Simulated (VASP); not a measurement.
# SnO2 (Pm) in VASP: further runs

Runs on SnO2. Level: r2SCAN. Tasks: single point.

All numbers are computed with VASP 6.6.1; they aren't measurements. Logs are shortened: lines on timing, memory, paths and dates and some standing lists are left out, and cuts for length are marked.

### 1 The cell of the first run

Symmetry: Pm, No. 6, monoclinic system. Conventional cell: a = 4.760 Å, b = 3.201 Å, c = 9.220 Å, α = 90.00°, β = 90.00°, γ = 90.00°. Sn (site symmetry m) has 6 O at 2.06 to 2.07 Å within 2.7 Å. Within 2.7 Å of Sn (site symmetry m) lie 6 O at 2.06 to 2.07 Å. Sn (site symmetry m) has 6 O at 2.06 to 2.07 Å within 2.7 Å. Within 2.5 Å of Sn (site symmetry m) lie 6 O at 1.86 to 2.07 Å. Within 2.5 Å of O (site symmetry m) lie 3 Sn at 1.86 to 2.07 Å. Within 2.7 Å of O (site symmetry m) lie 3 Sn at 2.06 to 2.07 Å and 1 O at 2.61 Å. Within 2.7 Å of O (site symmetry m) lie 3 Sn at 1.95 to 2.06 Å and 3 O at 2.41 to 2.68 Å. O (site symmetry m) has 3 Sn at 2.06 to 2.07 Å and 1 O at 2.61 Å within 2.7 Å.

### 2 Single point, r2SCAN (the distance across one plane changed)

POSCAR

```
SnO2
1.0
    0.0000000000      0.0000000000     -3.2007107590
   -4.7598182097      0.0000000000      0.0000000000
    0.0000000000      9.2201150501      0.0000000000
Sn O
4 8
Direct
    0.5000000000      0.5000000000      0.2080563173
    0.5000000000      0.5000000000      0.7243250948
    1.0000000000      0.0000000000      0.4661907061
    1.0000000000      0.0000000000      0.9824594835
    0.0000000000      0.6941376349      0.1078786040
    0.0000000000      0.6941376349      0.6241473814
    0.5000000000      0.1941376349      0.0500996420
    0.5000000000      0.1941376349      0.5663684194
    0.5000000000      0.8058623651      0.3660129927
    0.5000000000      0.8058623651      0.8822817702
    1.0000000000      0.3058623651      0.3082340307
    1.0000000000      0.3058623651      0.8245028082
```

INCAR.step1

```
ALGO     = Normal         # electronic algorithm
EDIFF    = 1E-4           # SCF threshold, eV
ENCUT    = 520            # plane-wave cutoff, eV
GGA      = PE             # functional
ISMEAR   = 0              # smearing method
LASPH    = T              # aspherical terms in the spheres
LCHARG   = F              # write CHGCAR
LREAL    = F              # projectors in reciprocal space
LWAVE    = T              # write WAVECAR
NBANDS   = 64             # bands
NELM     = 100            # most SCF steps
PREC     = Accurate       # precision mode
SIGMA    = 0.05           # smearing width, eV
```

INCAR.step2

```
ALGO     = Normal         # electronic algorithm
EDIFF    = 1E-6           # SCF threshold, eV
ENCUT    = 520            # plane-wave cutoff, eV
ISIF     = 2              # what is computed and relaxed
ISMEAR   = 0              # smearing method
ISTART   = 1            
LASPH    = T              # aspherical terms in the spheres
LCHARG   = F              # write CHGCAR
LMIXTAU  = T            
LREAL    = F              # projectors in reciprocal space
LWAVE    = F              # write WAVECAR
METAGGA  = R2SCAN         # meta-GGA
NBANDS   = 64             # bands
NELM     = 100            # most SCF steps
PREC     = Accurate       # precision mode
SIGMA    = 0.05           # smearing width, eV
```

KPOINTS

```
k-points
0
Gamma
  8 6 3
```

Potentials or basis: VASP PAW PBE potentials, release 64 (Sn_d, O).

Launch:

```sh
> cat potpaw_PBE.64/Sn_d/POTCAR potpaw_PBE.64/O/POTCAR > POTCAR
> cp INCAR.step1 INCAR
> mpirun -np 1 vasp_std > vasp.out
> cp INCAR.step2 INCAR
> mpirun -np 1 vasp_std > vasp.out
```

OUTCAR:

```text
EDIFF = 1E-6
   ENCUT = 520
   ISIF = 2
   ISMEAR = 0
   ISTART = 1
   LASPH = T
   LREAL = F
   METAGGA = R2SCAN
   NELM = 100
   PREC = Accurate

 ion  position               nearest neighbor table
   1  0.500  0.500  0.208-   7 2.06   9 2.06   5 2.07   5 2.07  11 2.07  11 2.07   4 3.54   4 3.54
                             4 3.54   4 3.54   3 3.73   3 3.73   3 3.73   3 3.73
   2  0.500  0.500  0.724-   8 2.06  10 2.06   6 2.07  12 2.07   6 2.07  12 2.07   3 3.73   4 3.73
                             3 3.73   4 3.73   3 3.73   4 3.73   3 3.73   4 3.73
   3  0.000  0.000  0.466-   6 2.06  11 2.06   8 2.07   8 2.07   9 2.07   9 2.07   2 3.73   2 3.73
                             2 3.73   2 3.73   1 3.73   1 3.73   1 3.73   1 3.73
   4  0.000  0.000  0.982-   5 1.86   7 1.95   7 1.95  12 2.06  10 2.07  10 2.07   1 3.54   1 3.54
                             1 3.54   1 3.54   2 3.73   2 3.73   2 3.73   2 3.73
   5  0.000  0.694  0.108-   4 1.86   1 2.07   1 2.07
   6  0.000  0.694  0.624-   3 2.06   2 2.07   2 2.07
   7  0.500  0.194  0.050-   4 1.95   4 1.95   1 2.06
   8  0.500  0.194  0.566-   2 2.06   3 2.07   3 2.07
   9  0.500  0.806  0.366-   1 2.06   3 2.07   3 2.07
  10  0.500  0.806  0.882-   2 2.06   4 2.07   4 2.07
  11  0.000  0.306  0.308-   3 2.06   1 2.07   1 2.07
  12  0.000  0.306  0.825-   4 2.06   2 2.07   2 2.07

  LATTYP: Found a simple orthorhombic cell.
 ALAT       =     3.2007107590
 B/A-ratio  =     1.4871128846
 C/A-ratio  =     2.8806461265

  Lattice vectors:

 A1 = (   0.0000000000,   0.0000000000,  -3.2007107590)
 A2 = (  -4.7598182097,   0.0000000000,   0.0000000000)
 A3 = (   0.0000000000,   9.2201150501,   0.0000000000)

Analysis of symmetry for initial positions (statically):
=====================================================================
 Subroutine PRICEL returns:
 Original cell was already a primitive cell.

 Routine SETGRP: Setting up the symmetry group for a
 simple orthorhombic supercell.

 Subroutine GETGRP returns: Found  2 space group operations
 (whereof  2 operations were pure point group operations)
 out of a pool of  8 trial point group operations.

The static configuration has the point symmetry C_1h.

Analysis of symmetry for dynamics (positions and initial velocities):
=====================================================================
 Subroutine PRICEL returns:
 Original cell was already a primitive cell.

 Routine SETGRP: Setting up the symmetry group for a
 simple orthorhombic supercell.

 Subroutine GETGRP returns: Found  2 space group operations
[... 137 lines left out ...]
   EFERMI =   0.00;   METHOD = LEGACY
   ISMEAR =     0;   SIGMA  =   0.05  broadening in eV -4-tet -1-fermi 0-gaus
   EFERMI_NEDOS =   21; number of points for ismear=-14 and -15
   IALGO  =     38    algorithm
   IMIX   =      4    mixing-type and parameters
     AMIX     =   0.40;   BMIX     =  1.00
     AMIX_MAG =   1.60;   BMIX_MAG =  1.00
  volume/ion in A,a.u.               =      11.71        78.99
  Fermi-wavevector in a.u.,A,eV,Ry     =   1.481022  2.798726 29.843382  2.193427
  Thomas-Fermi vector in A             =   2.594984
   LORBIT       =      0    0 simple, 1 ext, 2 COOP (PROOUT), +10 PAW based schemes
   METAGGA = R2SCAN    functional components
   LHFCALC =     F    Hartree Fock is set to
   AEXX    =    0.0000 exact exchange contribution
   IVDW    =     0    specifies the selected vdW correction
   LEPSILON=     F    determine dielectric tensor
   LRPA    =     F    only Hartree local field effects (RPA)
 non-spin polarized calculation
 Gauss-broadening in eV      SIGMA  =   0.05
  energy-cutoff  :      520.00
  volume of cell :      140.47
 maximum number of plane-waves:      3820
   NGX = 11   NGY = 17   NGZ = 35

 number of electron     103.9999996 magnetization

 Free energy of the ion-electron system (eV)
  ---------------------------------------------------
  ext. energy  EPLUGINS =         0.00000000
  ---------------------------------------------------
  free energy    TOTEN  =      -168.27481971 eV

  energy without entropy =     -168.27481971  energy(sigma->0) =     -168.27481971

 E-fermi :   6.5283     XC(G=0): -12.1584

 val. band max:        6.2335600545   @ k =   0.0000   0.0000   0.0000
 cond. band min:       7.9852175181   @ k =   0.0000   0.0000   0.0000
 fundamental gap:      1.7516574637
 Fermi energy:         6.5282699557

 k-point     1 :       0.0000    0.0000    0.0000
  band No.  band energies     occupation
      1     -16.1825      2.00000
      2     -15.5290      2.00000
      3     -15.3160      2.00000
      4     -15.0939      2.00000
      5     -15.0251      2.00000
      6     -14.8402      2.00000
[... 1597 lines left out ...]
     63      17.5999      0.00000
     64      17.6587      0.00000

 [... further k-points ...]

------------------------ aborting loop because EDIFF is reached ----------------------------------------

  FORCE on cell =-STRESS in cart. coord.  units (eV):
  Direction    XX          YY          ZZ          XY          YZ          ZX
  --------------------------------------------------------------------------------------
  -------------------------------------------------------------------------------------
  Total        9.2636927      8.4372309      8.3084219      2.1306180      0.0000000      0.0000000
  in kB      105.6626717     96.2359598     94.7667497     24.3020574      0.0000000      0.0000000
  external PRESSURE =      98.8884604 kB  Pullay stress =       0.0000000 kB

 VOLUME and BASIS-vectors are now :
 -----------------------------------------------------------------------------
  energy-cutoff  :      520.00
  volume of cell :      140.47
      direct lattice vectors                 reciprocal lattice vectors
     0.000000000  0.000000000 -3.200710759     0.000000000  0.000000000 -0.312430605
    -4.759818210  0.000000000  0.000000000    -0.210092057  0.000000000  0.000000000
     0.000000000  9.220115050  0.000000000     0.000000000  0.108458516  0.000000000

 POSITION                                       TOTAL-FORCE (eV/Angst)
 -----------------------------------------------------------------------------------
     -2.37991      1.91830     -1.60036         0.035184      0.578175      0.000000
     -2.37991      6.67836     -1.60036        -0.094438      0.720698      0.000000
      0.00000      4.29833      0.00000         0.054124      0.899481      0.000000
      0.00000      9.05839      0.00000        -1.075426     -5.339962      0.000000
     -3.30397      0.99465      0.00000         2.923709      3.224840      0.000000
     -3.30397      5.75471      0.00000        -0.165860     -0.456393      0.000000
     -0.92406      0.46192     -1.60036        -2.453709      3.100591      0.000000
     -0.92406      5.22198     -1.60036         0.108648     -0.378362      0.000000
     -3.83576      3.37468     -1.60036         0.124462     -0.447466      0.000000
     -3.83576      8.13474     -1.60036         0.683804     -0.981161      0.000000
     -1.45585      2.84195      0.00000         0.045486     -0.315942      0.000000
     -1.45585      7.60201      0.00000        -0.185985     -0.604499      0.000000
 -----------------------------------------------------------------------------------
    total drift:                                0.002417      0.019885     -0.000000

  FREE ENERGIE OF THE ION-ELECTRON SYSTEM (eV)
  ---------------------------------------------------
  free  energy   TOTEN  =      -168.2748197144 eV

  energy  without entropy=     -168.2748197144  energy(sigma->0) =     -168.27481971
```

OUTCAR.step1:

```text
EDIFF = 1E-4
   ENCUT = 520
   GGA = PE
   ISMEAR = 0
[... 1874 lines left out ...]
     -3.83576      3.37468     -1.60036         0.141534     -0.429792      0.000000
     -3.83576      8.13474     -1.60036         0.653117     -0.945271      0.000000
     -1.45585      2.84195      0.00000         0.054586     -0.272297      0.000000
     -1.45585      7.60201      0.00000        -0.153600     -0.549747      0.000000
 -----------------------------------------------------------------------------------
    total drift:                                0.000972     -0.005314     -0.000000

  FREE ENERGIE OF THE ION-ELECTRON SYSTEM (eV)
  ---------------------------------------------------
  free  energy   TOTEN  =       -73.3250222953 eV

  energy  without entropy=      -73.3250222953  energy(sigma->0) =      -73.32502230
```

It took 21 min on 1 thread of Oxide Virtual Turin-like, shared host; peak memory 0.43 GiB.

Results:

- Free energy: -168.2748 eV
- Pressure: 9.9 GPa
- Largest force: 5.447 eV/Å
- Band gap on the k mesh: 1.75 eV

Forces on the atoms (eV/Å):
```
Sn   0.035  0.578  0.000
Sn  -0.094  0.721  0.000
Sn   0.054  0.899  0.000
Sn  -1.075 -5.340  0.000
O    2.924  3.225  0.000
O   -0.166 -0.456  0.000
O   -2.454  3.101  0.000
O    0.109 -0.378  0.000
O    0.124 -0.447  0.000
O    0.684 -0.981  0.000
O    0.045 -0.316  0.000
O   -0.186 -0.604  0.000
```

Stress tensor (GPa, compression positive):
```
10.57  2.43  0.00
 2.43  9.62  0.00
 0.00  0.00  9.48
```

Caveat: the cell differs from its parent crystal (the distance across one plane changed); the cell stands under pressure; the PAW data sets were made with another functional, which shifts forces and pressure a little; spin-orbit coupling is left out, which moves the levels of the heavy elements.

### 3 Single point, r2SCAN (the distance across one plane changed)

POSCAR

```
SnO2
1.0
    0.0000000000      0.0000000000     -3.2007107590
   -4.7598182097      0.0000000000      0.0000000000
    0.0000000000     10.5201150501      0.0000000000
Sn O
4 8
Direct
    0.5000000000      0.5000000000      0.1823462171
    0.5000000000      0.5000000000      0.6348182197
    1.0000000000      0.0000000000      0.4085822184
    1.0000000000      0.0000000000      0.8610542211
    0.0000000000      0.6941376349      0.0945477436
    0.0000000000      0.6941376349      0.5470197462
    0.5000000000      0.1941376349      0.0439086893
    0.5000000000      0.1941376349      0.4963806919
    0.5000000000      0.8058623651      0.3207837449
    0.5000000000      0.8058623651      0.7732557476
    1.0000000000      0.3058623651      0.2701446906
    1.0000000000      0.3058623651      0.7226166933
```

INCAR.step1

```
ALGO = Normal
EDIFF = 1E-4
ENCUT = 520
GGA = PE
ISMEAR = 0
LASPH = True
LCHARG = False
LREAL = False
LWAVE = True
NBANDS = 64
NELM = 80
PREC = Accurate
SIGMA = 0.05
```

INCAR.step2

```
ALGO = Normal
EDIFF = 1E-7
ENCUT = 520
ISIF = 2
ISMEAR = 0
ISTART = 1
LASPH = True
LCHARG = True
LELF = True
LMIXTAU = True
LREAL = False
LVHAR = True
LWAVE = False
METAGGA = R2SCAN
NBANDS = 64
NELM = 80
PREC = Accurate
SIGMA = 0.05
```

KPOINTS is that of step 2.

Potentials or basis: VASP PAW PBE potentials, release 64 (Sn_d, O).

Launch:

```sh
> cat potpaw_PBE.64/Sn_d/POTCAR potpaw_PBE.64/O/POTCAR > POTCAR
> cp INCAR.step1 INCAR
> mpirun -np 1 vasp_std > vasp.out
> cp INCAR.step2 INCAR
> mpirun -np 1 vasp_std > vasp.out
```

Run time: 66 min. Hardware: 1 thread of Oxide Virtual Turin-like, shared host; peak memory 0.48 GiB.

It converged, with:

* Free energy: -164.6856 eV
* Pressure: -2.9 GPa
* Largest force: 4.397 eV/Å
* Band gap on the k mesh: 0.02 eV (least direct gap 0.03 eV)

Forces on the atoms (eV/Å):
```
Sn  -0.556 -1.609  0.000
Sn   0.187 -1.768  0.000
Sn  -0.103 -1.681  0.000
Sn  -0.817  4.320  0.000
O   -0.053 -0.860  0.000
O    0.211  0.795  0.000
O    1.512 -3.627  0.000
O   -0.305  0.866  0.000
O   -0.225  0.810  0.000
O   -0.434  1.004  0.000
O    0.387  0.889  0.000
O    0.194  0.860  0.000
```

Stress tensor (GPa, compression positive):
```
  0.34   1.45   0.00
  1.45 -10.27   0.00
  0.00   0.00   1.32
```

Levels at points of the mesh, in eV from the valence-band top:
```
           k point  band 48  band 49  band 50  band 51  band 52  band 53  band 54  band 55  band 56  band 57
(0.00, 0.00, 0.00)    -1.70    -1.20    -1.11    -0.81    -0.39     0.10     2.29     3.23     4.07     5.25
(0.50, 0.00, 0.00)    -1.93    -1.75    -1.09    -0.93    -0.80     1.09     3.71     4.95     5.76     6.13
(0.00, 0.50, 0.00)    -1.61    -1.49    -1.09    -0.66    -0.56     0.44     2.70     4.03     4.10     5.27
(0.50, 0.50, 0.00)    -1.79    -1.67    -1.27    -0.50    -0.43     0.93     2.78     4.99     5.35     5.41
```

Caveat: the cell differs from its parent crystal (the distance across one plane changed); the stress differs along the axes, from -10 to 1 GPa; the smearing spreads over this small gap; semilocal functionals underestimate gaps, and a narrow one can read as zero; the PAW data sets were made with another functional, which shifts forces and pressure a little; spin-orbit coupling is left out, which moves the levels of the heavy elements. A k mesh can miss the band edges.

The gap in the log of VASP goes by the Fermi energy; the results here count the filled bands.